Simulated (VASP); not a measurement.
# FePt in VASP: notebook

Runs on FePt. Level: PBE. Tasks: single point.

All numbers are computed with VASP 6.6.1; they aren't measurements. Logs are shortened: lines on timing, memory, paths and dates and some standing lists are left out, and cuts for length are marked.

**1. The cell of the first run**

The structure is tetragonal, space group P4/mmm (No. 123). Conventional cell: a = 2.702 Å, b = 2.702 Å, c = 3.727 Å, α = 90.00°, β = 90.00°, γ = 90.00°. Within 3.5 Å of Fe (site symmetry 4/mmm) lie 8 Pt at 2.67 Å and 4 Fe at 2.70 Å. Within 3.5 Å of Pt (site symmetry 4/mmm) lie 8 Fe at 2.67 Å and 4 Pt at 2.70 Å.

**2. Single point, PBE, collinear spin, ferromagnetic start (13.60 Å³/atom)**

File INCAR:

```
SYSTEM = FePt
PREC = Accurate
ENCUT = 600
EDIFF = 1E-6
ISMEAR = 0
SIGMA = 0.1
LREAL = .False.
LASPH = .True.
NELM = 200
ALGO = Normal
ISIF = 2
LWAVE = .False.
LCHARG = .True.
ISPIN = 2
MAGMOM = 3.28 0.42
LORBIT = 11
LMAXMIX = 4
GGA = PE
LELF = .True.
LVHAR = .True.
NBANDS = 20
GGA_COMPAT = .False.
```

File KPOINTS:

```
Automatic mesh
0
Gamma
  20 20 14
  0 0 0
```

File POSCAR:

```
FePt
1.0
    2.7015316196      0.0000000000      0.0000000000
    0.0000000000      2.7015316196      0.0000000000
    0.0000000000      0.0000000000      3.7271940405
Fe Pt
1 1
Direct
    0.5000000000      0.5000000000      0.5000000000
    0.0000000000      0.0000000000      0.0000000000
```

Potentials or basis: VASP PAW PBE potentials, release 64 (Fe, Pt).

The run is started by

```console
$ cat potpaw_PBE.64/Fe/POTCAR potpaw_PBE.64/Pt/POTCAR > POTCAR
$ mpirun -np 1 vasp_std > vasp.out
```

OUTCAR:

```text
SYSTEM = FePt
   PREC = Accurate
   ENCUT = 600
   EDIFF = 1E-6
   ISMEAR = 0
   LREAL = .False.
   LASPH = .True.
   NELM = 200
   ISIF = 2
   ISPIN = 2
   LORBIT = 11
   GGA = PE

 ion  position               nearest neighbor table
   1  0.500  0.500  0.500-   2 2.67   2 2.67   2 2.67   2 2.67   2 2.67   2 2.67   2 2.67   2 2.67

   2  0.000  0.000  0.000-   1 2.67   1 2.67   1 2.67   1 2.67   1 2.67   1 2.67   1 2.67   1 2.67

  LATTYP: Found a simple tetragonal cell.
 ALAT       =     2.7015316196
 C/A-ratio  =     1.3796596025

  Lattice vectors:

 A1 = (   2.7015316196,   0.0000000000,   0.0000000000)
 A2 = (   0.0000000000,   2.7015316196,   0.0000000000)
 A3 = (   0.0000000000,   0.0000000000,   3.7271940405)

Analysis of symmetry for initial positions (statically):
=====================================================================
 Subroutine PRICEL returns:
 Original cell was already a primitive cell.

 Routine SETGRP: Setting up the symmetry group for a
 simple tetragonal supercell.

 Subroutine GETGRP returns: Found 16 space group operations
 (whereof 16 operations were pure point group operations)
 out of a pool of 16 trial point group operations.

The static configuration has the point symmetry D_4h.

Analysis of symmetry for dynamics (positions and initial velocities):
=====================================================================
 Subroutine PRICEL returns:
 Original cell was already a primitive cell.

 Routine SETGRP: Setting up the symmetry group for a
 simple tetragonal supercell.

 Subroutine GETGRP returns: Found 16 space group operations
 (whereof 16 operations were pure point group operations)
 out of a pool of 16 trial point group operations.

The dynamic configuration has the point symmetry D_4h.

Analysis of structural, dynamic, and magnetic symmetry:
=====================================================================
 Subroutine PRICEL returns:
 Original cell was already a primitive cell.

 Routine SETGRP: Setting up the symmetry group for a
 simple tetragonal supercell.

 Subroutine GETGRP returns: Found 16 space group operations
 (whereof 16 operations were pure point group operations)
 out of a pool of 16 trial point group operations.

The overall configuration has the point symmetry D_4h.

 Subroutine INISYM returns: Found 16 space group operations
 (whereof 16 operations are pure point group operations),
 and found     1 'primitive' translations

----------------------------------------------------------------------------------------

                                     Primitive cell

  volume of cell :      27.2021

  direct lattice vectors                    reciprocal lattice vectors
     2.701531620  0.000000000  0.000000000     0.370160391  0.000000000  0.000000000
     0.000000000  2.701531620  0.000000000     0.000000000  0.370160391  0.000000000
     0.000000000  0.000000000  3.727194041     0.000000000  0.000000000  0.268298347

  length of vectors
     2.701531620  2.701531620  3.727194041     0.370160391  0.370160391  0.268298347

  position of ions in fractional coordinates (direct lattice)
     0.500000000  0.500000000  0.500000000
     0.000000000  0.000000000  0.000000000

  ion indices of the primitive-cell ions
   primitive index   ion index
                 1           1
                 2           2

----------------------------------------------------------------------------------------

 KPOINTS: Automatic mesh

Automatic generation of k-mesh.
 Grid dimensions read from file:
 generate k-points for:   20   20   14

 Generating k-lattice:

  Cartesian coordinates                     Fractional coordinates (reciprocal lattice)
     0.018508020  0.000000000  0.000000000     0.050000000  0.000000000  0.000000000
     0.000000000  0.018508020  0.000000000     0.000000000  0.050000000  0.000000000
     0.000000000  0.000000000  0.019164168     0.000000000  0.000000000  0.071428571

  Length of vectors
     0.018508020  0.018508020  0.019164168

  Shift w.r.t. Gamma in fractional coordinates (k-lattice)
     0.000000000  0.000000000  0.000000000

 Subroutine IBZKPT returns following result:
 ===========================================

 Found    528 irreducible k-points:

 Following reciprocal coordinates:
            Coordinates               Weight
  0.000000  0.000000  0.000000      1.000000
  0.050000  0.000000  0.000000      4.000000
  0.100000  0.000000  0.000000      4.000000
  0.150000  0.000000  0.000000      4.000000
  0.200000  0.000000  0.000000      4.000000
  0.250000  0.000000  0.000000      4.000000
[... 16 lines left out ...]
  0.150000  0.100000  0.000000      8.000000
  0.200000  0.100000  0.000000      8.000000
 [... further k-points ...]
   k-points           NKPTS =    528   k-points in BZ     NKDIM =    528   number of bands    NBANDS=     20
   number of dos      NEDOS =    301   number of ions     NIONS =      2
   total plane-waves  NPLWV =  17280
   dimension x,y,z NGX =    24 NGY =   24 NGZ =   30
   dimension x,y,z NGXF=    48 NGYF=   48 NGZF=   60
   ions per type =               1   1
   NGX,Y,Z   is equivalent  to a cutoff of  14.77, 14.77, 13.38 a.u.
   NGXF,Y,Z  is equivalent  to a cutoff of  29.54, 29.54, 26.76 a.u.
 SYSTEM =  FePt
   PREC   = accura    normal or accurate (medium, high low for compatibility)
   ISTART =      0    job   : 0-new  1-cont  2-samecut
   ICHARG =      2    charge: 1-file 2-atom 10-const
   ISPIN  =      2    spin polarized calculation?
   LNONCOLLINEAR =      F non collinear calculations
   LSORBIT =      F    spin-orbit coupling
   LASPH  =      T    aspherical Exc in radial PAW
   ENCUT  =  600.0 eV  44.10 Ry    6.64 a.u.   5.40  5.40  7.44*2*pi/ulx,y,z
   NELM   =    200;   NELMIN=  2; NELMDL= -5     # of ELM steps
   EDIFF  = 0.1E-05   stopping-criterion for ELM
   LREAL  =      F    real-space projection
   EDIFFG = 0.1E-04   stopping-criterion for IOM
   NSW    =      0    number of steps for IOM
   IBRION =     -1    ionic relax: 0-MD 1-quasi-New 2-CG
   NFREE  =      0    steps in history (QN), initial steepest desc. (CG)
   ISIF   =      2    stress and relaxation
   ISYM   =      2    0-nonsym 1-usesym 2-fastsym
   POTIM  = 0.5000    time-step for ionic-motion
   TEBEG  =    0.0;   TEEND  =   0.0 temperature during run
   PSTRESS=    0.0 pullay stress
   NELECT =      18.0000    total number of electrons
   NUPDOWN=      -1.0000    fix difference up-down
   EMIN   =  10.00;   EMAX   =-10.00  energy-range for DOS
   EFERMI =   0.00;   METHOD = LEGACY
   ISMEAR =     0;   SIGMA  =   0.10  broadening in eV -4-tet -1-fermi 0-gaus
   EFERMI_NEDOS =   21; number of points for ismear=-14 and -15
   IALGO  =     38    algorithm
   IMIX   =      4    mixing-type and parameters
     AMIX     =   0.40;   BMIX     =  1.00
     AMIX_MAG =   1.60;   BMIX_MAG =  1.00
  volume/ion in A,a.u.               =      13.60        91.78
  Fermi-wavevector in a.u.,A,eV,Ry     =   1.426587  2.695859 27.689907  2.035151
  Thomas-Fermi vector in A             =   2.546848
   LORBIT       =     11    0 simple, 1 ext, 2 COOP (PROOUT), +10 PAW based schemes
   GGA     = PE    functional components
   LHFCALC =     F    Hartree Fock is set to
   AEXX    =    0.0000 exact exchange contribution
   IVDW    =     0    specifies the selected vdW correction
   LEPSILON=     F    determine dielectric tensor
   LRPA    =     F    only Hartree local field effects (RPA)
 spin polarized calculation
 Gauss-broadening in eV      SIGMA  =   0.10
  energy-cutoff  :      600.00
  volume of cell :       27.20
 maximum number of plane-waves:       923
 NGX is ok and might be reduce to    24
   NGX = 11   NGY = 11   NGZ = 15

 number of electron      18.0000006 magnetization       3.2419114

 Free energy of the ion-electron system (eV)
  ---------------------------------------------------
  ext. energy  EPLUGINS =         0.00000000
  ---------------------------------------------------
  free energy    TOTEN  =       -14.79454087 eV

  energy without entropy =      -14.78880017  energy(sigma->0) =      -14.79167052

 E-fermi :   8.8887     XC(G=0): -13.1403

 val. band max:        8.8832134256   @ k =   0.4500   0.0500   0.1429
 cond. band min:       8.8893169316   @ k =   0.2500   0.2000   0.3571
 fundamental gap:      0.0061035060
 Fermi energy:         8.8886883266

 spin component 1

 k-point     1 :       0.0000    0.0000    0.0000
  band No.  band energies     occupation
      1      -0.8080      1.00000
      2       2.4346      1.00000
      3       2.5989      1.00000
      4       5.4461      1.00000
      5       5.4461      1.00000
      6       5.9399      1.00000
[... 12 lines left out ...]
     19      30.6088      0.00000
     20      30.6088      0.00000
[... 507 lines left out ...]
 k-point    24 :       0.2000    0.1000    0.0000
  band No.  band energies     occupation
      1       0.4472      1.00000
      2       3.0785      1.00000
      3       3.4738      1.00000
      4       4.8609      1.00000
      5       5.8170      1.00000
      6       6.1775      1.00000
[... 12 lines left out ...]
     19      30.0487      0.00000
     20      31.3418      0.00000

 [... further k-points ...]

 spin component 2

 k-point     1 :       0.0000    0.0000    0.0000
  band No.  band energies     occupation
      1      -0.6754      1.00000
      2       2.9699      1.00000
      3       2.9932      1.00000
      4       6.5167      1.00000
      5       6.5167      1.00000
      6       8.0324      1.00000
[... 12 lines left out ...]
     19      30.7143      0.00000
     20      30.7143      0.00000
[... 507 lines left out ...]
 k-point    24 :       0.2000    0.1000    0.0000
  band No.  band energies     occupation
      1       0.5899      1.00000
      2       3.5738      1.00000
      3       3.9596      1.00000
      4       5.5841      1.00000
      5       6.4172      1.00000
      6       7.2331      1.00000
[... 12 lines left out ...]
     19      30.1762      0.00000
     20      31.6409      0.00000

 [... further k-points ...]

------------------------ aborting loop because EDIFF is reached ----------------------------------------

  FORCE on cell =-STRESS in cart. coord.  units (eV):
  Direction    XX          YY          ZZ          XY          YZ          ZX
  --------------------------------------------------------------------------------------
  -------------------------------------------------------------------------------------
  Total        1.0484091      1.0484091      1.0649411      0.0000000      0.0000000      0.0000000
  in kB       61.7503226     61.7503226     62.7240445      0.0000000      0.0000000      0.0000000
  external PRESSURE =      62.0748965 kB  Pullay stress =       0.0000000 kB

 VOLUME and BASIS-vectors are now :
 -----------------------------------------------------------------------------
  energy-cutoff  :      600.00
  volume of cell :       27.20
      direct lattice vectors                 reciprocal lattice vectors
     2.701531620  0.000000000  0.000000000     0.370160391  0.000000000  0.000000000
     0.000000000  2.701531620  0.000000000     0.000000000  0.370160391  0.000000000
     0.000000000  0.000000000  3.727194041     0.000000000  0.000000000  0.268298347

 POSITION                                       TOTAL-FORCE (eV/Angst)
 -----------------------------------------------------------------------------------
      1.35077      1.35077      1.86360         0.000000      0.000000      0.000000
      0.00000      0.00000      0.00000         0.000000      0.000000      0.000000
 -----------------------------------------------------------------------------------
    total drift:                                0.000000      0.000000     -0.000000

  FREE ENERGIE OF THE ION-ELECTRON SYSTEM (eV)
  ---------------------------------------------------
  free  energy   TOTEN  =       -14.7945408739 eV

  energy  without entropy=      -14.7888001730  energy(sigma->0) =      -14.79167052

 total charge

# of ion       s       p       d       tot
------------------------------------------
    1        0.414   0.463   6.139   7.015
    2        0.723   0.684   8.065   9.473
--------------------------------------------------
tot          1.137   1.147  14.204  16.488

 magnetization (x)

# of ion       s       p       d       tot
------------------------------------------
    1        0.004  -0.007   2.895   2.892
    2       -0.025  -0.068   0.418   0.324
--------------------------------------------------
tot         -0.021  -0.075   3.313   3.216
```

Run time: 7.2 min. Hardware: 1 thread of Intel Xeon Platinum 8259CL at 2.50GHz (Skylake/Cascade Lake), shared host; peak memory 0.62 GiB.

Results:

```
Free energy                                           : -14.7945 eV
Pressure                                              : 6.2 GPa
Net moment                                            : 3.24 μB per cell
Site moments                                          : Fe +2.89; Pt +0.32 μB
Valence electrons inside the program's atomic spheres : Fe 7.01; Pt 9.47
```

Caveat: the cell stands under pressure; spin-orbit coupling is left out, which moves the levels of the heavy elements.

**3. Single point, PBE, collinear spin, ferromagnetic start**

This run uses another cell than the first one, of 13.99 Å³/atom.

Edit INCAR of step 2 so:

```diff
@@ -14,3 +14,3 @@
 ISPIN = 2
-MAGMOM = 3.28 0.42
+MAGMOM = 4 0
 LORBIT = 11
```

File KPOINTS:

```
Automatic mesh
0
Gamma
  8 8 4
  0 0 0
```

File POSCAR:

```
FePt
1.0
    1.9273052114     -1.9283685032      0.0000000000
    1.9273052114      1.9283685032      0.0000000000
    0.0000000000      0.0000000000      3.7633107157
Fe Pt
1 1
Direct
    0.5000000000      0.5000000000      0.5000000000
    0.0000000000      0.0000000000      0.0000000000
```

Potentials or basis: VASP PAW PBE potentials, release 64 (Fe, Pt).

The run is started by

```console
$ cat potpaw_PBE.64/Fe/POTCAR potpaw_PBE.64/Pt/POTCAR > POTCAR
$ mpirun -np 1 vasp_std > vasp.out
```

OUTCAR:

```text
SYSTEM = FePt
   PREC = Accurate
   ENCUT = 600
   EDIFF = 1E-6
   ISMEAR = 0
   LREAL = .False.
   LASPH = .True.
   NELM = 200
   ISIF = 2
   ISPIN = 2
   LORBIT = 11
   GGA = PE

 ion  position               nearest neighbor table
   1  0.500  0.500  0.500-   2 2.69   2 2.69   2 2.69   2 2.69   2 2.69   2 2.69   2 2.69   2 2.69

   2  0.000  0.000  0.000-   1 2.69   1 2.69   1 2.69   1 2.69   1 2.69   1 2.69   1 2.69   1 2.69

  LATTYP: Found a base centered orthorhombic cell.
 ALAT       =     3.8546104228
 B/A-ratio  =     1.0005516987
 C/A-ratio  =     0.9763141545

  Lattice vectors:

 A1 = (   1.9273052114,  -1.9283685032,   0.0000000000)
[... 1321 lines left out ...]
 VOLUME and BASIS-vectors are now :
 -----------------------------------------------------------------------------
  energy-cutoff  :      600.00
  volume of cell :       27.97
      direct lattice vectors                 reciprocal lattice vectors
     1.927305211 -1.928368503  0.000000000     0.259429590 -0.259286542  0.000000000
     1.927305211  1.928368503  0.000000000     0.259429590  0.259286542  0.000000000
     0.000000000  0.000000000  3.763310716     0.000000000  0.000000000  0.265723475

 POSITION                                       TOTAL-FORCE (eV/Angst)
 -----------------------------------------------------------------------------------
      1.92731      0.00000      1.88166         0.000000      0.000000      0.000000
      0.00000      0.00000      0.00000         0.000000     -0.000000      0.000000
 -----------------------------------------------------------------------------------
    total drift:                                0.000000      0.000000     -0.000000

  FREE ENERGIE OF THE ION-ELECTRON SYSTEM (eV)
  ---------------------------------------------------
  free  energy   TOTEN  =       -14.8194205400 eV

  energy  without entropy=      -14.8155340196  energy(sigma->0) =      -14.81747728

 total charge

# of ion       s       p       d       tot
------------------------------------------
    1        0.402   0.442   6.112   6.956
    2        0.708   0.650   8.047   9.406
--------------------------------------------------
tot          1.111   1.093  14.159  16.362

 magnetization (x)

# of ion       s       p       d       tot
------------------------------------------
    1        0.003  -0.005   2.922   2.920
    2       -0.027  -0.067   0.431   0.337
--------------------------------------------------
tot         -0.024  -0.072   3.353   3.257
```

Run time: 32 s. Hardware: 1 thread of AMD EPYC 9R45 (Zen 5), shared host; peak memory 0.18 GiB.

Results:

| Property | Result |
| --- | --- |
| Free energy | -14.8194 eV |
| Pressure | -0.4 GPa |
| Net moment | 3.28 μB per cell |
| Site moments | Fe +2.92; Pt +0.34 μB |
| Valence electrons inside the program's atomic spheres | Fe 6.96; Pt 9.41 |

Levels at points of the mesh, in eV from the Fermi level:
Spin up:
```csv
k point,band 8,band 9,band 10,band 11,band 12,band 13,band 14,band 15
"(0.00, 0.00, 0.00)",-1.89,-0.44,-0.35,-0.35,2.22,9.49,11.80,11.80
"(0.50, 0.00, 0.00)",-2.45,-2.08,-1.51,0.22,2.12,10.35,10.42,12.31
"(0.50, 0.50, 0.00)",-0.47,-0.46,0.65,1.76,1.77,7.65,10.01,10.83
"(0.00, 0.00, 0.50)",-2.24,-2.02,-2.02,-1.80,-0.71,15.58,15.75,16.22
"(0.50, 0.00, 0.50)",-0.82,-0.48,-0.47,-0.37,-0.35,4.71,6.72,16.26
"(0.50, 0.50, 0.50)",-1.69,-1.01,0.66,6.87,6.88,7.74,8.39,8.46
```
Spin down:
```tsv
k point	band 3	band 4	band 5	band 6	band 7	band 8	band 9	band 10	band 11	band 12
(0.00, 0.00, 0.00)	-5.60	-2.22	-2.21	-0.75	-0.63	0.61	1.72	1.73	1.74	2.39
(0.50, 0.00, 0.00)	-4.10	-3.32	-2.32	-1.25	-1.08	-0.79	0.62	0.80	2.46	2.62
(0.50, 0.50, 0.00)	-4.80	-4.56	1.05	1.30	1.69	1.77	1.77	1.78	1.89	1.90
(0.00, 0.00, 0.50)	-5.16	-2.47	-1.76	-1.76	-1.32	-0.46	0.22	0.55	0.55	1.51
(0.50, 0.00, 0.50)	-2.75	-2.72	-2.07	-0.38	-0.37	-0.29	1.00	1.53	1.63	1.67
(0.50, 0.50, 0.50)	-4.48	-1.82	-1.40	-1.23	-1.23	0.83	1.05	1.78	7.57	7.58
```

Caveat: the k points lie up to 0.42 Å⁻¹ apart; spin-orbit coupling is left out, which moves the levels of the heavy elements.
